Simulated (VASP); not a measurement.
# MgTl (Pm-3m) in VASP: single point with LDA

Aim: the single point of MgTl with LDA.

All numbers are computed with VASP 6.6.1; they aren't measurements. Logs are shortened: lines on timing, memory, paths and dates and some standing lists are left out, and cuts for length are marked.

### Step 1. The cell of the first run

It takes space group Pm-3m (No. 221, cubic). The conventional cell has a = 3.683 Å, b = 3.683 Å, c = 3.683 Å, α = 90.00°, β = 90.00°, γ = 90.00°. Mg (site symmetry m-3m) has 8 Tl at 3.19 Å and 6 Mg at 3.68 Å within 4.2 Å. Tl (site symmetry m-3m) has 8 Mg at 3.19 Å and 6 Tl at 3.68 Å within 4.2 Å.

### Step 2. Single point, LDA (24.98 Å³/atom)

The input, INCAR:

```
  PREC = Accurate
  ENCUT = 520
  EDIFF = 1E-6
  ISMEAR = -1
  SIGMA = 0.05
  LREAL = F
  LASPH = T
  NELM = 80
  ALGO = Normal
  ISIF = 2
  LWAVE = F
  LCHARG = F
  GGA = CA
  NBANDS = 14
```

The input, KPOINTS:

```
regular mesh
0
Gamma
  9 9 9
```

The input, POSCAR:

```
MgTl
1.0
    3.6828344329      0.0000000000      0.0000000000
    0.0000000000      3.6828344329      0.0000000000
    0.0000000000      0.0000000000      3.6828344329
Mg Tl
1 1
Direct
    0.0000000000      0.0000000000      0.0000000000
    0.5000000000      0.5000000000      0.5000000000
```

Potentials or basis: VASP PAW LDA potentials, release 64 (Mg, Tl_d).

Launch:

```
$ cat potpaw_LDA.64/Mg/POTCAR potpaw_LDA.64/Tl_d/POTCAR > POTCAR
$ mpirun -np 1 vasp_std > vasp.out
```

OUTCAR:

```text
PREC = Accurate
   ENCUT = 520
   EDIFF = 1E-6
   ISMEAR = -1
   LREAL = F
   LASPH = T
   NELM = 80
   ISIF = 2
   GGA = CA

 ion  position               nearest neighbor table
   1  0.000  0.000  0.000-   2 3.19   2 3.19   2 3.19   2 3.19   2 3.19   2 3.19   2 3.19   2 3.19

   2  0.500  0.500  0.500-   1 3.19   1 3.19   1 3.19   1 3.19   1 3.19   1 3.19   1 3.19   1 3.19

  LATTYP: Found a simple cubic cell.
 ALAT       =     3.6828344329

  Lattice vectors:

 A1 = (   3.6828344329,   0.0000000000,   0.0000000000)
 A2 = (   0.0000000000,   3.6828344329,   0.0000000000)
 A3 = (   0.0000000000,   0.0000000000,   3.6828344329)

Analysis of symmetry for initial positions (statically):
=====================================================================
 Subroutine PRICEL returns:
 Original cell was already a primitive cell.

 Routine SETGRP: Setting up the symmetry group for a
 simple cubic supercell.

 Subroutine GETGRP returns: Found 48 space group operations
 (whereof 48 operations were pure point group operations)
 out of a pool of 48 trial point group operations.

The static configuration has the point symmetry O_h .

Analysis of symmetry for dynamics (positions and initial velocities):
=====================================================================
 Subroutine PRICEL returns:
 Original cell was already a primitive cell.

 Routine SETGRP: Setting up the symmetry group for a
 simple cubic supercell.

 Subroutine GETGRP returns: Found 48 space group operations
 (whereof 48 operations were pure point group operations)
 out of a pool of 48 trial point group operations.

The dynamic configuration has the point symmetry O_h .

 Subroutine INISYM returns: Found 48 space group operations
 (whereof 48 operations are pure point group operations),
 and found     1 'primitive' translations

----------------------------------------------------------------------------------------

                                     Primitive cell

  volume of cell :      49.9513

  direct lattice vectors                    reciprocal lattice vectors
     3.682834433  0.000000000  0.000000000     0.271529991  0.000000000  0.000000000
     0.000000000  3.682834433  0.000000000     0.000000000  0.271529991  0.000000000
     0.000000000  0.000000000  3.682834433     0.000000000  0.000000000  0.271529991

  length of vectors
     3.682834433  3.682834433  3.682834433     0.271529991  0.271529991  0.271529991

  position of ions in fractional coordinates (direct lattice)
     0.000000000  0.000000000  0.000000000
[... 89 lines left out ...]
   NELECT =      15.0000    total number of electrons
   NUPDOWN=      -1.0000    fix difference up-down
   EMIN   =  10.00;   EMAX   =-10.00  energy-range for DOS
   EFERMI =   0.00;   METHOD = LEGACY
   ISMEAR =    -1;   SIGMA  =   0.05  broadening in eV -4-tet -1-fermi 0-gaus
   EFERMI_NEDOS =   21; number of points for ismear=-14 and -15
   IALGO  =     38    algorithm
   IMIX   =      4    mixing-type and parameters
     AMIX     =   0.40;   BMIX     =  1.00
     AMIX_MAG =   1.60;   BMIX_MAG =  1.00
  volume/ion in A,a.u.               =      24.98       168.54
  Fermi-wavevector in a.u.,A,eV,Ry     =   1.096284  2.071676 16.352005  1.201838
  Thomas-Fermi vector in A             =   2.232623
   LORBIT       =      0    0 simple, 1 ext, 2 COOP (PROOUT), +10 PAW based schemes
   GGA     = CA    functional components
   LHFCALC =     F    Hartree Fock is set to
   AEXX    =    0.0000 exact exchange contribution
   IVDW    =     0    specifies the selected vdW correction
   LEPSILON=     F    determine dielectric tensor
   LRPA    =     F    only Hartree local field effects (RPA)
 non-spin polarized calculation
  energy-cutoff  :      520.00
  volume of cell :       49.95
 maximum number of plane-waves:      1359
 NGX is ok and might be reduce to    28
   NGX = 13   NGY = 13   NGZ = 13

 number of electron      15.0000000 magnetization

 Free energy of the ion-electron system (eV)
  ---------------------------------------------------
  ext. energy  EPLUGINS =         0.00000000
  ---------------------------------------------------
  free energy    TOTEN  =        -5.01309483 eV

  energy without entropy =       -5.00423035  energy(sigma->0) =       -5.00866259

 E-fermi :   5.0496     XC(G=0):  -9.8115

 val. band max:        4.9683326520   @ k =   0.4444   0.3333   0.3333
 cond. band min:       5.0944339698   @ k =   0.3333   0.2222   0.1111
 fundamental gap:      0.1261013178
 Fermi energy:         5.0495529617

 k-point     1 :       0.0000    0.0000    0.0000
  band No.  band energies     occupation
      1      -6.6744      2.00000
      2      -6.6744      2.00000
      3      -6.3601      2.00000
      4      -6.3601      2.00000
      5      -6.3601      2.00000
      6      -4.3396      2.00000
      7       7.3701      0.00000
      8       7.3701      0.00000
      9       7.3701      0.00000
     10       8.0280      0.00000
     11      10.3075      0.00000
     12      10.3075      0.00000
     13      17.9874      0.00000
     14      17.9874      0.00000
[... 377 lines left out ...]
      1      -6.6214      2.00000
      2      -6.5103      2.00000
      3      -6.4820      2.00000
      4      -6.4518      2.00000
      5      -6.2594      2.00000
      6      -1.1952      2.00000
      7       2.0109      2.00000
      8       4.0287      2.00000
      9       6.4564      0.00000
     10       9.2053      0.00000
     11      10.9518      0.00000
     12      13.0618      0.00000
     13      13.6333      0.00000
     14      15.5285      0.00000

 [... further k-points ...]

------------------------ aborting loop because EDIFF is reached ----------------------------------------

  FORCE on cell =-STRESS in cart. coord.  units (eV):
  Direction    XX          YY          ZZ          XY          YZ          ZX
  --------------------------------------------------------------------------------------
  -------------------------------------------------------------------------------------
  Total       -1.2210364     -1.2210364     -1.2210364      0.0000000      0.0000000     -0.0000000
  in kB      -39.1645023    -39.1645023    -39.1645023      0.0000000      0.0000000     -0.0000000
  external PRESSURE =     -39.1645023 kB  Pullay stress =       0.0000000 kB

 VOLUME and BASIS-vectors are now :
 -----------------------------------------------------------------------------
  energy-cutoff  :      520.00
  volume of cell :       49.95
      direct lattice vectors                 reciprocal lattice vectors
     3.682834433  0.000000000  0.000000000     0.271529991  0.000000000  0.000000000
     0.000000000  3.682834433  0.000000000     0.000000000  0.271529991  0.000000000
     0.000000000  0.000000000  3.682834433     0.000000000  0.000000000  0.271529991

 POSITION                                       TOTAL-FORCE (eV/Angst)
 -----------------------------------------------------------------------------------
      0.00000      0.00000      0.00000         0.000000      0.000000      0.000000
      1.84142      1.84142      1.84142         0.000000      0.000000      0.000000
 -----------------------------------------------------------------------------------
    total drift:                                0.000000      0.000000      0.000000

  FREE ENERGIE OF THE ION-ELECTRON SYSTEM (eV)
  ---------------------------------------------------
  free  energy   TOTEN  =        -5.0130948335 eV

  energy  without entropy=       -5.0042303467  energy(sigma->0) =       -5.00866259
```

Run time: 28 s. Hardware: 1 thread of Intel Xeon 8259CL, shared host; peak memory 0.15 GiB.

What came out:

* Free energy: -5.0131 eV
* Pressure: -3.9 GPa
* Band gap on the k mesh: zero (an odd number of electrons rules out a gap without spin polarisation)

Caveat: the cell stands under tension; spin-orbit coupling is left out, which moves the levels of the heavy elements.
